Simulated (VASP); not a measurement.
# GaP (F-43m) in VASP: G0W0 quasiparticle levels with PBE

Aim: the G0W0 quasiparticle levels of GaP with PBE.

Program: VASP 6.6.1. These are calculated values, not measurements. Logs are shortened: lines on timing, memory, paths and dates and some standing lists are left out, and cuts for length are marked.

## 1. The cell of the first run

The structure is cubic, space group F-43m (No. 216). Conventional cell: a = 5.451 Å, b = 5.451 Å, c = 5.451 Å, α = 90.00°, β = 90.00°, γ = 90.00°. Ga (site symmetry -43m) has 4 P at 2.36 Å within 3.1 Å. Within 3.1 Å of P (site symmetry -43m) lie 4 Ga at 2.36 Å.

## 2. G0W0 quasiparticle levels, PBE

The input, POSCAR:

```
GaP
1.0
    0.0000000000      2.7254101929      2.7254101929
    2.7254101929      0.0000000000      2.7254101929
    2.7254101929      2.7254101929      0.0000000000
Ga P
1 1
Direct
    0.0000000000      0.0000000000      0.0000000000
    0.2500000000      0.2500000000      0.2500000000
```

The input, INCAR.step1:

```
SYSTEM = GaP
PREC     = Accurate       ! precision mode
ENCUT    = 500            ! plane-wave cutoff, eV
EDIFF    = 1E-8           ! SCF threshold, eV
ISMEAR   = 0              ! smearing method
SIGMA    = 0.01           ! smearing width, eV
LREAL    = .FALSE.        ! projectors in reciprocal space
LASPH    = .TRUE.         ! aspherical terms in the spheres
NELM     = 60             ! most SCF steps
ALGO     = Normal         ! electronic algorithm
LWAVE    = .TRUE.         ! write WAVECAR
LCHARG   = .FALSE.        ! write CHGCAR
GGA      = PE             ! functional
```

The input, INCAR.step2:

```
SYSTEM = GaP
PREC     = Accurate       ! precision mode
ENCUT    = 500            ! plane-wave cutoff, eV
EDIFF    = 1E-8           ! SCF threshold, eV
ISMEAR   = 0              ! smearing method
SIGMA    = 0.01           ! smearing width, eV
LREAL    = .FALSE.        ! projectors in reciprocal space
LASPH    = .TRUE.         ! aspherical terms in the spheres
NELM     = 1              ! most SCF steps
ALGO     = Exact          ! electronic algorithm
LWAVE    = .TRUE.         ! write WAVECAR
LCHARG   = .FALSE.        ! write CHGCAR
GGA      = PE             ! functional
NBANDS   = 129            ! bands
LOPTICS  = .TRUE.         ! frequency-dependent dielectric function
ISTART   = 1
```

The input, INCAR.step3:

```
SYSTEM = GaP
PREC     = Accurate       ! precision mode
ENCUT    = 500            ! plane-wave cutoff, eV
EDIFF    = 1E-8           ! SCF threshold, eV
ISMEAR   = 0              ! smearing method
SIGMA    = 0.01           ! smearing width, eV
LREAL    = .FALSE.        ! projectors in reciprocal space
LASPH    = .TRUE.         ! aspherical terms in the spheres
ALGO     = EVGW0          ! electronic algorithm
LWAVE    = .FALSE.        ! write WAVECAR
LCHARG   = .FALSE.        ! write CHGCAR
GGA      = PE             ! functional
NELMGW   = 1            
NBANDS   = 129            ! bands
ENCUTGW  = 120.0          ! cutoff of the response function
NOMEGA   = 96             ! frequency points
PRECFOCK = Fast         
ISTART   = 1            
NBANDSGW = 17           
OMEGAMAX = 20
```

The input, KPOINTS:

```
Automatic mesh
0
G
  4 4 4
  0 0 0
```

Potentials or basis: VASP PAW PBE potentials, release 64 (Ga_d_GW, P_GW).

The run is started by

```console
cat potpaw_PBE.64/Ga_d_GW/POTCAR potpaw_PBE.64/P_GW/POTCAR > POTCAR
cp INCAR.step1 INCAR
mpirun -np 1 vasp_std > vasp.out
cp INCAR.step2 INCAR
mpirun -np 1 vasp_std > vasp.out
cp INCAR.step3 INCAR
mpirun -np 1 vasp_std > vasp.out
```

OUTCAR:

```text
SYSTEM = GaP
   PREC = Accurate
   ENCUT = 500
   EDIFF = 1E-8
   ISMEAR = 0
   LREAL = .FALSE.
   LASPH = .TRUE.
   GGA = PE
   NELMGW = 1
   ENCUTGW = 120.0
   PRECFOCK = Fast
   ISTART = 1

 ion  position               nearest neighbor table
   1  0.000  0.000  0.000-   2 2.36   2 2.36   2 2.36   2 2.36
   2  0.250  0.250  0.250-   1 2.36   1 2.36   1 2.36   1 2.36

  LATTYP: Found a face centered cubic cell.
 ALAT       =     5.4508203858

  Lattice vectors:

 A1 = (   0.0000000000,   2.7254101929,   2.7254101929)
 A2 = (   2.7254101929,   0.0000000000,   2.7254101929)
 A3 = (   2.7254101929,   2.7254101929,   0.0000000000)

Analysis of symmetry for initial positions (statically):
=====================================================================
 Subroutine PRICEL returns:
 Original cell was already a primitive cell.

 Routine SETGRP: Setting up the symmetry group for a
 face centered cubic supercell.

 Subroutine GETGRP returns: Found 24 space group operations
 (whereof 24 operations were pure point group operations)
 out of a pool of 48 trial point group operations.

The static configuration has the point symmetry T_d .

Analysis of symmetry for dynamics (positions and initial velocities):
=====================================================================
 Subroutine PRICEL returns:
 Original cell was already a primitive cell.

 Routine SETGRP: Setting up the symmetry group for a
 face centered cubic supercell.

 Subroutine GETGRP returns: Found 24 space group operations
 (whereof 24 operations were pure point group operations)
 out of a pool of 48 trial point group operations.

The dynamic configuration has the point symmetry T_d .

 Subroutine INISYM returns: Found 24 space group operations
 (whereof 24 operations are pure point group operations),
 and found     1 'primitive' translations

----------------------------------------------------------------------------------------

                                     Primitive cell

  volume of cell :      40.4879

  direct lattice vectors                    reciprocal lattice vectors
     0.000000000  2.725410193  2.725410193    -0.183458623  0.183458623  0.183458623
     2.725410193  0.000000000  2.725410193     0.183458623 -0.183458623  0.183458623
     2.725410193  2.725410193  0.000000000     0.183458623  0.183458623 -0.183458623

  length of vectors
     3.854312058  3.854312058  3.854312058     0.317759655  0.317759655  0.317759655

  position of ions in fractional coordinates (direct lattice)
     0.000000000  0.000000000  0.000000000
     0.250000000  0.250000000  0.250000000

  ion indices of the primitive-cell ions
   primitive index   ion index
                 1           1
                 2           2

----------------------------------------------------------------------------------------

 KPOINTS: Automatic mesh

Automatic generation of k-mesh.
 Grid dimensions read from file:
 generate k-points for:    4    4    4

 Generating k-lattice:

  Cartesian coordinates                     Fractional coordinates (reciprocal lattice)
    -0.045864656  0.045864656  0.045864656     0.250000000  0.000000000  0.000000000
     0.045864656 -0.045864656  0.045864656     0.000000000  0.250000000  0.000000000
     0.045864656  0.045864656 -0.045864656     0.000000000  0.000000000  0.250000000

  Length of vectors
     0.079439914  0.079439914  0.079439914

  Shift w.r.t. Gamma in fractional coordinates (k-lattice)
     0.000000000  0.000000000  0.000000000

 Subroutine IBZKPT returns following result:
 ===========================================

 Found      8 irreducible k-points:

 Following reciprocal coordinates:
            Coordinates               Weight
  0.000000  0.000000  0.000000      1.000000
  0.250000  0.000000  0.000000      8.000000
  0.500000  0.000000  0.000000      4.000000
  0.250000  0.250000  0.000000      6.000000
  0.500000  0.250000  0.000000     24.000000
 -0.250000  0.250000  0.000000     12.000000
  0.500000  0.500000  0.000000      3.000000
 -0.250000  0.500000  0.250000      6.000000
   k-points           NKPTS =      8   k-points in BZ     NKDIM =     64   number of bands    NBANDS=    129
   number of dos      NEDOS =    301   number of ions     NIONS =      2
   total plane-waves  NPLWV =  21952
   dimension x,y,z NGX =    28 NGY =   28 NGZ =   28
   dimension x,y,z NGXF=    56 NGYF=   56 NGZF=   56
   ions per type =               1   1
   NGX,Y,Z   is equivalent  to a cutoff of  12.08, 12.08, 12.08 a.u.
   NGXF,Y,Z  is equivalent  to a cutoff of  24.15, 24.15, 24.15 a.u.
 SYSTEM =  GaP
   PREC   = accura    normal or accurate (medium, high low for compatibility)
   ISTART =      1    job   : 0-new  1-cont  2-samecut
   ICHARG =      0    charge: 1-file 2-atom 10-const
   ISPIN  =      1    spin polarized calculation?
   LNONCOLLINEAR =      F non collinear calculations
   LSORBIT =      F    spin-orbit coupling
   LASPH  =      T    aspherical Exc in radial PAW
   ENCUT  =  500.0 eV  36.75 Ry    6.06 a.u.   7.03  7.03  7.03*2*pi/ulx,y,z
   NELM   =     60;   NELMIN=  2; NELMDL=  0     # of ELM steps
   EDIFF  = 0.1E-07   stopping-criterion for ELM
   LREAL  =      F    real-space projection
   EDIFFG = 0.1E-06   stopping-criterion for IOM
   NSW    =      0    number of steps for IOM
   IBRION =     -1    ionic relax: 0-MD 1-quasi-New 2-CG
   NFREE  =      0    steps in history (QN), initial steepest desc. (CG)
   ISIF   =      0    stress and relaxation
   ISYM   =      3    0-nonsym 1-usesym 2-fastsym
   POTIM  = 0.5000    time-step for ionic-motion
   TEBEG  =    0.0;   TEEND  =   0.0 temperature during run
   PSTRESS=    0.0 pullay stress
   NELECT =      18.0000    total number of electrons
   NUPDOWN=      -1.0000    fix difference up-down
   EMIN   =  10.00;   EMAX   =-10.00  energy-range for DOS
   EFERMI =   0.00;   METHOD = LEGACY
   ISMEAR =     0;   SIGMA  =   0.01  broadening in eV -4-tet -1-fermi 0-gaus
   EFERMI_NEDOS =   21; number of points for ismear=-14 and -15
   IALGO  =     38    algorithm
   IMIX   =      4    mixing-type and parameters
     AMIX     =   0.40;   BMIX     =  1.00
     AMIX_MAG =   1.60;   BMIX_MAG =  1.00
  volume/ion in A,a.u.               =      20.24       136.61
  Fermi-wavevector in a.u.,A,eV,Ry     =   1.249464  2.361145 21.240880  1.561161
  Thomas-Fermi vector in A             =   2.383503
   LORBIT       =      0    0 simple, 1 ext, 2 COOP (PROOUT), +10 PAW based schemes
   GGA     = PE    functional components
   LHFCALC =     T    Hartree Fock is set to
   PRECFOCK=fast      Normal, Fast or Accurate (Low or Medium for compatibility)
   ENCUT4O =  -1.0   cutoff for four orbital integrals eV
   NKREDX  =     1    reduce k-point grid by
   NKREDY  =     1    reduce k-point grid by
   NKREDZ  =     1    reduce k-point grid by
   AEXX    =    1.0000 exact exchange contribution
   HFSCREEN=    0.0000 screening length (either q_TF or 0.3 A-1)
   HFSCREENC=   0.0000 screening length for correlation (either q_TF or 0.3 A-1)
   ENCUTFOCK=  -1.0 apply spherical cutoff to Coloumb kernel
   IVDW    =     0    specifies the selected vdW correction
   LEPSILON=     F    determine dielectric tensor
   LRPA    =     F    only Hartree local field effects (RPA)
   LRPAFORCE           =     F    calculate RPA forces
   ENCUTGW             = 120.0    cutoff for response function in eV
   ENCUTGWSOFT         =  96.0    soft cutoff for Coulomb kernel in GW response function in eV
   ENCUTLF             =  -1.0    cutoff for local field effects
   NELMGW              =     1    number of iterations in solving QP/BSE equation
   NELMHF              =     1    number of iterations in the inner HF iteration
   NKREDLFX            =     1    NKREDLFY  =   1   NKREDLFZ  =   1
 non-spin polarized calculation
 Gauss-broadening in eV      SIGMA  =   0.01
  energy-cutoff  :      500.00
  volume of cell :       40.49
 maximum number of plane-waves:      1056
  NGX = 16; NGY = 16; NGZ = 16
   NGX = 13   NGY = 13   NGZ = 13
 maximum number of plane-waves:       126
 NGX is ok and might be reduce to    14

 QP shifts <psi_nk| G(iteration)W_0 |psi_nk>: iteration 1
 for sc-GW calculations column KS-energies equals QP-energies in previous step
 and V_xc(KS)=  KS-energies - (<T + V_ion + V_H > + <T+V_H+V_ion>^1  + <V_x>^1)

 k-point   1 :       0.0000    0.0000    0.0000
  band No.  KS-energies  QP-energies   sigma(KS)   V_xc(KS)     V^pw_x(r,r')   Z            occupation Imag(sigma)

      1     -10.1885     -12.7271     -25.3745     -21.6816     -35.0056       0.6874       2.0000       0.1775
      2     -10.1885     -12.7271     -25.3745     -21.6816     -35.0056       0.6874       2.0000       0.1775
      3     -10.1885     -12.7271     -25.3745     -21.6816     -35.0056       0.6874       2.0000       0.1775
      4     -10.0905     -12.6639     -25.5367     -21.8041     -35.1390       0.6894       2.0000       0.1463
      5     -10.0905     -12.6639     -25.5367     -21.8041     -35.1390       0.6894       2.0000       0.1463
      6      -8.0954      -8.5557     -12.0793     -11.3612     -18.6674       0.6408       2.0000       0.9713
[... 9 lines left out ...]
     16      14.1085      14.3556     -10.4977     -10.8308      -5.0048       0.7419       0.0000      -0.2366
     17      16.8209      16.6768      -8.4154      -8.2234      -2.4418       0.7502       0.0000      -0.4627

 k-point   2 :       0.2500    0.0000    0.0000
  band No.  KS-energies  QP-energies   sigma(KS)   V_xc(KS)     V^pw_x(r,r')   Z            occupation Imag(sigma)

      1     -10.2317     -12.7128     -25.0800     -21.4602     -34.6777       0.6854       2.0000       0.1967
      2     -10.1742     -12.7150     -25.4056     -21.7089     -35.0393       0.6873       2.0000       0.1756
      3     -10.1742     -12.7150     -25.4056     -21.7089     -35.0393       0.6873       2.0000       0.1756
      4     -10.0897     -12.6657     -25.5371     -21.8062     -35.1436       0.6904       2.0000       0.1460
      5     -10.0897     -12.6657     -25.5371     -21.8062     -35.1436       0.6904       2.0000       0.1460
      6      -7.3198      -7.8279     -12.4800     -11.7327     -18.8629       0.6798       2.0000       0.9201
[... 9 lines left out ...]
     16      14.3142      14.1566      -8.1131      -7.9046      -2.4757       0.7563       0.0000      -0.3112
     17      17.4789      17.4718      -9.0842      -9.0747      -2.9312       0.7464       0.0000      -0.5286

 k-point   3 :       0.5000    0.0000    0.0000
  band No.  KS-energies  QP-energies   sigma(KS)   V_xc(KS)     V^pw_x(r,r')   Z            occupation Imag(sigma)
[... 85 lines left out ...]
      1     -10.3044     -12.7330     -24.8686     -21.3051     -34.4547       0.6815       2.0000       0.2128
      2     -10.1264     -12.6735     -25.4101     -21.6999     -34.9982       0.6865       2.0000       0.1526
      3     -10.1243     -12.6966     -25.5250     -21.8133     -35.1754       0.6930       2.0000       0.1718
      4     -10.1243     -12.6966     -25.5250     -21.8133     -35.1754       0.6930       2.0000       0.1718
      5     -10.0693     -12.6575     -25.5738     -21.8450     -35.1948       0.6941       2.0000       0.1437
      6      -5.1227      -5.5994     -13.3698     -12.6749     -19.1285       0.6860       2.0000       0.6626
[... 9 lines left out ...]
     16      17.2921      17.4562     -10.8560     -11.0733      -4.6428       0.7551       0.0000      -0.5463
     17      17.2921      17.4562     -10.8560     -11.0733      -4.6428       0.7551       0.0000      -0.5463

 k-point   8 :      -0.2500    0.5000    0.2500
  band No.  KS-energies  QP-energies   sigma(KS)   V_xc(KS)     V^pw_x(r,r')   Z            occupation Imag(sigma)

      1     -10.2853     -12.7096     -24.8795     -21.3228     -34.4732       0.6816       2.0000       0.2136
      2     -10.1509     -12.7114     -25.4672     -21.7573     -35.1036       0.6902       2.0000       0.1707
      3     -10.1298     -12.6887     -25.4815     -21.7755     -35.1210       0.6905       2.0000       0.1694
      4     -10.1059     -12.6685     -25.5015     -21.7779     -35.1081       0.6882       2.0000       0.1495
      5     -10.0822     -12.6572     -25.5408     -21.8144     -35.1538       0.6910       2.0000       0.1446
      6      -5.0302      -5.5211     -13.5615     -12.8510     -19.3210       0.6909       2.0000       0.6482
[... 9 lines left out ...]
     16      18.0432      18.3592     -10.7691     -11.1972      -4.0444       0.7382       0.0000      -0.6396
     17      18.2364      18.3033     -10.1377     -10.2270      -3.7256       0.7487       0.0000      -0.6354
```

Run time: 2.6 min. Hardware: 1 thread of Intel Xeon Platinum 8259CL at 2.50GHz (Skylake/Cascade Lake), shared host; peak memory 0.39 GiB.

Results:

| Property | Result |
| --- | --- |
| Quasiparticle gap | 2.07 eV |
| Least direct quasiparticle gap | 2.72 eV |
| Band gap of the starting levels on the mesh | 1.63 eV |
| Least direct gap of the starting levels on the mesh | 1.81 eV |

Caveat: the k points lie up to 0.50 Å⁻¹ apart; bands, screening cutoff and mesh are small and nothing is extrapolated, so the quasiparticle values aren't converged.
